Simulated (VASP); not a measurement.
# Al2Cu (P4/mmm) in VASP: a series of runs

Runs on Al2Cu. Level: LDA. Tasks: single point.

Program: VASP 6.6.1. These are calculated values, not measurements. Logs are shortened: lines on timing, memory, paths and dates and some standing lists are left out, and cuts for length are marked.

**1. The cell of the first run**

It takes space group P4/mmm (No. 123, tetragonal). The conventional cell has a = 4.231 Å, b = 4.231 Å, c = 2.897 Å, α = 90.00°, β = 90.00°, γ = 90.00°. Within 3.4 Å of Al (site symmetry mmm) lie 4 Cu at 2.56 Å and 6 Al at 2.90 to 2.99 Å. Within 3.4 Å of Cu (site symmetry 4/mmm) lie 8 Al at 2.56 Å and 2 Cu at 2.90 Å.

**2. Single point, LDA**

Contents of INCAR:

```
SYSTEM = Al2Cu
  ALGO = Fast
  EDIFF = 1E-7
  ENCUT = 520
  ISIF = 2
  ISMEAR = 0
  LASPH = .True.
  LCHARG = .False.
  LREAL = .False.
  LWAVE = .False.
  NBANDS = 16
  NELM = 60
  PREC = Accurate
  SIGMA = 0.15
```

Contents of KPOINTS:

```
k-points
0
Gamma
  10 10 14
  0 0 0
```

Contents of POSCAR:

```
Al2Cu
1.0
    4.2309000000      0.0000000000      0.0000000000
    0.0000000000      4.2309000000      0.0000000000
    0.0000000000      0.0000000000      2.8966000000
Al Cu
2 1
Direct
    0.5000000000      0.0000000000      0.5000000000
    0.0000000000      0.5000000000      0.5000000000
    0.0000000000      0.0000000000      0.0000000000
```

Potentials or basis: VASP PAW LDA potentials, release 64 (Al, Cu).

Run with:

```sh
$ cat potpaw_LDA.64/Al/POTCAR potpaw_LDA.64/Cu/POTCAR > POTCAR
$ mpirun -np 1 vasp_std > vasp.out
```

OUTCAR:

```text
SYSTEM = Al2Cu
   EDIFF = 1E-7
   ENCUT = 520
   ISIF = 2
   ISMEAR = 0
   LASPH = .True.
   LREAL = .False.
   NELM = 60
   PREC = Accurate

 ion  position               nearest neighbor table
   1  0.500  0.000  0.500-   3 2.56   3 2.56   3 2.56   3 2.56   2 2.99   2 2.99   2 2.99   2 2.99

   2  0.000  0.500  0.500-   3 2.56   3 2.56   3 2.56   3 2.56   1 2.99   1 2.99   1 2.99   1 2.99

   3  0.000  0.000  0.000-   1 2.56   2 2.56   1 2.56   2 2.56   2 2.56   2 2.56   1 2.56   1 2.56

  LATTYP: Found a simple tetragonal cell.
 ALAT       =     4.2309000000
 C/A-ratio  =     0.6846297478

  Lattice vectors:

 A1 = (   4.2309000000,   0.0000000000,   0.0000000000)
 A2 = (   0.0000000000,   4.2309000000,   0.0000000000)
 A3 = (   0.0000000000,   0.0000000000,   2.8966000000)

Analysis of symmetry for initial positions (statically):
=====================================================================
 Subroutine PRICEL returns:
 Original cell was already a primitive cell.

 Routine SETGRP: Setting up the symmetry group for a
 simple tetragonal supercell.

 Subroutine GETGRP returns: Found 16 space group operations
 (whereof 16 operations were pure point group operations)
 out of a pool of 16 trial point group operations.

The static configuration has the point symmetry D_4h.

Analysis of symmetry for dynamics (positions and initial velocities):
=====================================================================
 Subroutine PRICEL returns:
 Original cell was already a primitive cell.

 Routine SETGRP: Setting up the symmetry group for a
 simple tetragonal supercell.

 Subroutine GETGRP returns: Found 16 space group operations
 (whereof 16 operations were pure point group operations)
 out of a pool of 16 trial point group operations.

The dynamic configuration has the point symmetry D_4h.

 Subroutine INISYM returns: Found 16 space group operations
 (whereof 16 operations are pure point group operations),
 and found     1 'primitive' translations

----------------------------------------------------------------------------------------

                                     Primitive cell

  volume of cell :      51.8506

  direct lattice vectors                    reciprocal lattice vectors
     4.230900000  0.000000000  0.000000000     0.236356331  0.000000000  0.000000000
     0.000000000  4.230900000  0.000000000     0.000000000  0.236356331  0.000000000
     0.000000000  0.000000000  2.896600000     0.000000000  0.000000000  0.345232341

  length of vectors
     4.230900000  4.230900000  2.896600000     0.236356331  0.236356331  0.345232341

  position of ions in fractional coordinates (direct lattice)
     0.500000000  0.000000000  0.500000000
     0.000000000  0.500000000  0.500000000
     0.000000000  0.000000000  0.000000000

  ion indices of the primitive-cell ions
   primitive index   ion index
                 1           1
                 2           2
                 3           3

----------------------------------------------------------------------------------------

 KPOINTS: k-points

Automatic generation of k-mesh.
 Grid dimensions read from file:
 generate k-points for:   10   10   14

 Generating k-lattice:

  Cartesian coordinates                     Fractional coordinates (reciprocal lattice)
     0.023635633  0.000000000  0.000000000     0.100000000  0.000000000  0.000000000
     0.000000000  0.023635633  0.000000000     0.000000000  0.100000000  0.000000000
     0.000000000  0.000000000  0.024659453     0.000000000  0.000000000  0.071428571

  Length of vectors
     0.023635633  0.023635633  0.024659453

  Shift w.r.t. Gamma in fractional coordinates (k-lattice)
     0.000000000  0.000000000  0.000000000

 Subroutine IBZKPT returns following result:
 ===========================================

 Found    168 irreducible k-points:

 Following reciprocal coordinates:
            Coordinates               Weight
  0.000000  0.000000  0.000000      1.000000
  0.100000  0.000000  0.000000      4.000000
  0.200000  0.000000  0.000000      4.000000
  0.300000  0.000000  0.000000      4.000000
  0.400000  0.000000  0.000000      4.000000
  0.500000  0.000000  0.000000      2.000000
[... 16 lines left out ...]
  0.100000  0.000000  0.071429      8.000000
  0.200000  0.000000  0.071429      8.000000
 [... further k-points ...]
   k-points           NKPTS =    168   k-points in BZ     NKDIM =    168   number of bands    NBANDS=     16
   number of dos      NEDOS =    301   number of ions     NIONS =      3
   total plane-waves  NPLWV =  24576
   dimension x,y,z NGX =    32 NGY =   32 NGZ =   24
   dimension x,y,z NGXF=    64 NGYF=   64 NGZF=   48
   ions per type =               2   1
   NGX,Y,Z   is equivalent  to a cutoff of  12.57, 12.57, 13.77 a.u.
   NGXF,Y,Z  is equivalent  to a cutoff of  25.15, 25.15, 27.55 a.u.
 SYSTEM =  Al2Cu
   PREC   = accura    normal or accurate (medium, high low for compatibility)
   ISTART =      0    job   : 0-new  1-cont  2-samecut
   ICHARG =      2    charge: 1-file 2-atom 10-const
   ISPIN  =      1    spin polarized calculation?
   LNONCOLLINEAR =      F non collinear calculations
   LSORBIT =      F    spin-orbit coupling
   LASPH  =      T    aspherical Exc in radial PAW
   ENCUT  =  520.0 eV  38.22 Ry    6.18 a.u.   7.87  7.87  5.39*2*pi/ulx,y,z
   NELM   =     60;   NELMIN=  2; NELMDL= -5     # of ELM steps
   EDIFF  = 0.1E-06   stopping-criterion for ELM
   LREAL  =      F    real-space projection
   EDIFFG = 0.1E-05   stopping-criterion for IOM
   NSW    =      0    number of steps for IOM
   IBRION =     -1    ionic relax: 0-MD 1-quasi-New 2-CG
   NFREE  =      0    steps in history (QN), initial steepest desc. (CG)
   ISIF   =      2    stress and relaxation
   ISYM   =      2    0-nonsym 1-usesym 2-fastsym
   POTIM  = 0.5000    time-step for ionic-motion
   TEBEG  =    0.0;   TEEND  =   0.0 temperature during run
   PSTRESS=    0.0 pullay stress
   NELECT =      17.0000    total number of electrons
   NUPDOWN=      -1.0000    fix difference up-down
   EMIN   =  10.00;   EMAX   =-10.00  energy-range for DOS
   EFERMI =   0.00;   METHOD = LEGACY
   ISMEAR =     0;   SIGMA  =   0.15  broadening in eV -4-tet -1-fermi 0-gaus
   EFERMI_NEDOS =   21; number of points for ismear=-14 and -15
   IALGO  =     68    algorithm
   IMIX   =      4    mixing-type and parameters
     AMIX     =   0.40;   BMIX     =  1.00
     AMIX_MAG =   1.60;   BMIX_MAG =  1.00
  volume/ion in A,a.u.               =      17.28       116.64
  Fermi-wavevector in a.u.,A,eV,Ry     =   1.128859  2.133235 17.338219  1.274323
  Thomas-Fermi vector in A             =   2.265551
   LORBIT       =      0    0 simple, 1 ext, 2 COOP (PROOUT), +10 PAW based schemes
   GGA     = CA    functional components
   LHFCALC =     F    Hartree Fock is set to
   AEXX    =    0.0000 exact exchange contribution
   IVDW    =     0    specifies the selected vdW correction
   LEPSILON=     F    determine dielectric tensor
   LRPA    =     F    only Hartree local field effects (RPA)
 non-spin polarized calculation
 RMM-DIIS sequential band-by-band and
 Gauss-broadening in eV      SIGMA  =   0.15
  energy-cutoff  :      520.00
  volume of cell :       51.85
 maximum number of plane-waves:      1419
 NGX is ok and might be reduce to    32
   NGX = 15   NGY = 15   NGZ = 11

 number of electron      17.0000021 magnetization

 Free energy of the ion-electron system (eV)
  ---------------------------------------------------
  ext. energy  EPLUGINS =         0.00000000
  ---------------------------------------------------
  free energy    TOTEN  =       -13.05666480 eV

  energy without entropy =      -13.04536221  energy(sigma->0) =      -13.05101350

 E-fermi :   6.3269     XC(G=0): -10.3257

 val. band max:        6.2784382444   @ k =   0.5000   0.2000   0.2857
 cond. band min:       6.3414710966   @ k =   0.4000   0.4000   0.4286
 fundamental gap:      0.0630328522
 Fermi energy:         6.3268621485

 k-point     1 :       0.0000    0.0000    0.0000
  band No.  band energies     occupation
      1      -3.7766      2.00000
      2       1.0555      2.00000
      3       1.6726      2.00000
      4       2.2621      2.00000
      5       2.4775      2.00000
      6       2.4775      2.00000
[... 8 lines left out ...]
     15      13.4758      0.00000
     16      17.9431      0.00000

 k-point     2 :       0.1000    0.0000    0.0000
  band No.  band energies     occupation
      1      -3.6979      2.00000
      2       1.0030      2.00000
      3       1.6537      2.00000
      4       2.2393      2.00000
      5       2.4750      2.00000
      6       2.4778      2.00000
[... 8 lines left out ...]
     15      14.1749      0.00000
     16      17.9612      0.00000

 k-point     3 :       0.2000    0.0000    0.0000
  band No.  band energies     occupation
      1      -3.4650      2.00000
      2       0.7385      2.00000
      3       1.6038      2.00000
      4       2.1857      2.00000
      5       2.4685      2.00000
      6       2.4787      2.00000
[... 8 lines left out ...]
     15      15.7931      0.00000
     16      17.3480      0.00000

 k-point     4 :       0.3000    0.0000    0.0000
  band No.  band energies     occupation
      1      -3.0918      2.00000
      2       0.1139      2.00000
      3       1.5714      2.00000
      4       2.1287      2.00000
      5       2.2948      2.00000
      6       2.4605      2.00000
[... 8 lines left out ...]
     15      16.5744      0.00000
     16      17.5857      0.00000
[... 324 lines left out ...]
 k-point    22 :       0.0000    0.0000    0.0714
  band No.  band energies     occupation
      1      -3.6848      2.00000
      2       1.0906      2.00000
      3       1.7082      2.00000
      4       2.2706      2.00000
      5       2.3862      2.00000
      6       2.3862      2.00000
[... 8 lines left out ...]
     15      14.6227      0.00000
     16      17.2830      0.00000

 k-point    23 :       0.1000    0.0000    0.0714
  band No.  band energies     occupation
      1      -3.6061      2.00000
      2       1.0396      2.00000
      3       1.6901      2.00000
      4       2.2466      2.00000
      5       2.3743      2.00000
      6       2.3919      2.00000
[... 8 lines left out ...]
     15      15.0396      0.00000
     16      16.9257      0.00000

 k-point    24 :       0.2000    0.0000    0.0714
  band No.  band energies     occupation
      1      -3.3735      2.00000
      2       0.7842      2.00000
      3       1.6408      2.00000
      4       2.1939      2.00000
      5       2.3283      2.00000
      6       2.4007      2.00000
[... 8 lines left out ...]
     15      15.8531      0.00000
     16      16.1852      0.00000

 [... further k-points ...]
[... 5 lines left out ...]
  --------------------------------------------------------------------------------------
  -------------------------------------------------------------------------------------
  Total       -2.9459214     -2.9459214     -2.8301539      0.0000000     -0.0000000      0.0000000
  in kB      -91.0285644    -91.0285644    -87.4513625      0.0000000     -0.0000000      0.0000000
  external PRESSURE =     -89.8361638 kB  Pullay stress =       0.0000000 kB

 VOLUME and BASIS-vectors are now :
 -----------------------------------------------------------------------------
  energy-cutoff  :      520.00
  volume of cell :       51.85
      direct lattice vectors                 reciprocal lattice vectors
     4.230900000  0.000000000  0.000000000     0.236356331  0.000000000  0.000000000
     0.000000000  4.230900000  0.000000000     0.000000000  0.236356331  0.000000000
     0.000000000  0.000000000  2.896600000     0.000000000  0.000000000  0.345232341

 POSITION                                       TOTAL-FORCE (eV/Angst)
 -----------------------------------------------------------------------------------
      2.11545      0.00000      1.44830         0.000000      0.000000      0.000000
      0.00000      2.11545      1.44830         0.000000      0.000000      0.000000
      0.00000      0.00000      0.00000         0.000000      0.000000      0.000000
 -----------------------------------------------------------------------------------
    total drift:                               -0.000000     -0.000000      0.000000

  FREE ENERGIE OF THE ION-ELECTRON SYSTEM (eV)
  ---------------------------------------------------
  free  energy   TOTEN  =       -13.0566647992 eV

  energy  without entropy=      -13.0453622086  energy(sigma->0) =      -13.05101350
```

It took 82 s on 1 thread of Intel Xeon 6975P-C (Granite Rapids), shared host; peak memory 0.24 GiB.

What came out:

* Free energy: -13.0567 eV
* Pressure: -9.0 GPa

Levels at points of the mesh, in eV from the Fermi level:
| k point | band 5 | band 6 | band 7 | band 8 | band 9 | band 10 | band 11 | band 12 | band 13 | band 14 |
| --- | --- | --- | --- | --- | --- | --- | --- | --- | --- | --- |
| (0.00, 0.00, 0.00) | -3.85 | -3.85 | -2.32 | -2.32 | -0.55 | 0.82 | 5.52 | 5.52 | 6.23 | 6.82 |
| (0.50, 0.00, 0.00) | -4.16 | -3.88 | -3.85 | -1.11 | 1.41 | 1.41 | 1.54 | 7.53 | 7.96 | 8.80 |
| (0.50, 0.50, 0.00) | -4.21 | -4.06 | -3.87 | -3.87 | -2.31 | 8.35 | 8.35 | 8.86 | 9.01 | 9.50 |
| (0.00, 0.00, 0.50) | -4.55 | -3.89 | -2.83 | 2.15 | 2.45 | 2.45 | 2.77 | 2.77 | 2.87 | 3.24 |
| (0.50, 0.00, 0.50) | -3.96 | -3.96 | -2.80 | -2.31 | -1.61 | 3.56 | 3.88 | 4.20 | 4.41 | 5.45 |
| (0.50, 0.50, 0.50) | -3.75 | -3.14 | -2.13 | -2.13 | -0.76 | -0.61 | -0.25 | -0.25 | 2.58 | 10.57 |

**3. Single point, LDA**

This run uses another cell than the first one, of 17.59 Å³/atom, 1.018 times its volume.

Contents of INCAR:

```
SYSTEM = Al2Cu
ALGO = Fast
EDIFF = 1E-6
ENCUT = 520
ISIF = 2
ISMEAR = 0
LASPH = .TRUE.
LCHARG = .TRUE.
LELF = .TRUE.
LREAL = .FALSE.
LVHAR = .TRUE.
LWAVE = .FALSE.
NBANDS = 16
NELM = 100
PREC = Accurate
SIGMA = 0.15
```

Contents of KPOINTS:

```
k-points
0
G
  10 10 14
  0 0 0
```

Contents of POSCAR:

```
Al2Cu
1.0
    4.3252000000      0.0000000000      0.0000000000
    0.0000000000      4.3252000000      0.0000000000
    0.0000000000      0.0000000000      2.8213781230
Al Cu
2 1
Direct
    0.5000000000      0.0000000000      0.5000000000
    0.0000000000      0.5000000000      0.5000000000
    0.0000000000      0.0000000000      0.0000000000
```

Potentials or basis: VASP PAW LDA potentials, release 64 (Al, Cu).

Run with:

```sh
$ cat potpaw_LDA.64/Al/POTCAR potpaw_LDA.64/Cu/POTCAR > POTCAR
$ mpirun -np 1 vasp_std > vasp.out
```

It took 45 s on 1 thread of Intel Xeon 6975P-C (Granite Rapids), shared host; peak memory 0.24 GiB.

It converged, with:

```
Free energy : -12.9888 eV
Pressure    : -9.5 GPa
```

Stress tensor (GPa, compression positive):
```
-10.15   0.00   0.00
  0.00 -10.15   0.00
  0.00   0.00  -8.10
```

Levels at points of the mesh, in eV from the Fermi level:
```csv
k point,band 6,band 7,band 8,band 9,band 10,band 11,band 12,band 13
"(0.00, 0.00, 0.00)",-3.74,-2.49,-2.49,-0.94,0.62,4.94,4.94,6.51
"(0.50, 0.00, 0.00)",-3.76,-3.74,-1.36,0.93,1.18,1.22,7.42,8.42
"(0.50, 0.50, 0.00)",-4.12,-3.76,-3.76,-2.31,8.00,8.00,8.10,8.20
"(0.00, 0.00, 0.50)",-3.85,-2.64,1.77,2.58,2.58,2.73,2.73,2.73
"(0.50, 0.00, 0.50)",-3.91,-2.75,-2.11,-1.41,3.66,3.76,4.26,4.26
"(0.50, 0.50, 0.50)",-2.90,-2.17,-2.17,-0.51,-0.27,-0.14,-0.14,2.63
```

**4. Single point, LDA**

This run uses another cell than the first one, of 17.73 Å³/atom, 1.026 times its volume.

Contents of INCAR:

```
  PREC = Accurate
  ENCUT = 520
  EDIFF = 1E-7
  ISMEAR = 0
  SIGMA = 0.15
  LREAL = False
  LASPH = True
  NELM = 60
  ALGO = Fast
  ISIF = 2
  LWAVE = False
  LCHARG = False
  NBANDS = 16
```

Contents of KPOINTS:

```
Automatic mesh
0
Gamma
  10 10 14
```

Contents of POSCAR:

```
Al2Cu
1.0
    4.2309000000      0.0000000000      0.0000000000
    0.0000000000      4.2309000000      0.0000000000
    0.0000000000      0.0000000000      2.9719000000
Al Cu
2 1
Direct
    0.5000000000      0.0000000000      0.5000000000
    0.0000000000      0.5000000000      0.5000000000
    0.0000000000      0.0000000000      0.0000000000
```

Run with:

```sh
$ cat potpaw_LDA.64/Al/POTCAR potpaw_LDA.64/Cu/POTCAR > POTCAR
$ mpirun -np 1 vasp_std > vasp.out
```

Wall time 55 s (1 thread of Intel Xeon 6975P-C (Granite Rapids), shared host); peak memory 0.24 GiB.

Results (log left out):

| Quantity | Value |
| --- | --- |
| Free energy | -12.9736 eV |
| Pressure | -10.1 GPa |

Stress tensor (GPa, compression positive):
```
 -9.82   0.00   0.00
  0.00  -9.82   0.00
  0.00   0.00 -10.67
```

Levels at points of the mesh, in eV from the Fermi level:
```tsv
k point	band 6	band 7	band 8	band 9	band 10	band 11	band 12	band 13
(0.00, 0.00, 0.00)	-3.75	-2.11	-2.11	-0.39	0.98	5.59	5.72	5.72
(0.50, 0.00, 0.00)	-3.78	-3.74	-0.88	1.54	1.59	1.72	6.90	8.15
(0.50, 0.50, 0.00)	-3.87	-3.77	-3.77	-2.19	8.42	8.42	8.91	9.01
(0.00, 0.00, 0.50)	-3.75	-2.82	2.32	2.35	2.35	2.69	2.87	2.87
(0.50, 0.00, 0.50)	-3.81	-2.68	-2.33	-1.68	3.49	3.97	4.10	4.32
(0.50, 0.50, 0.50)	-3.11	-1.99	-1.99	-0.83	-0.71	-0.36	-0.36	2.64
```

[end of part 1 of 2]
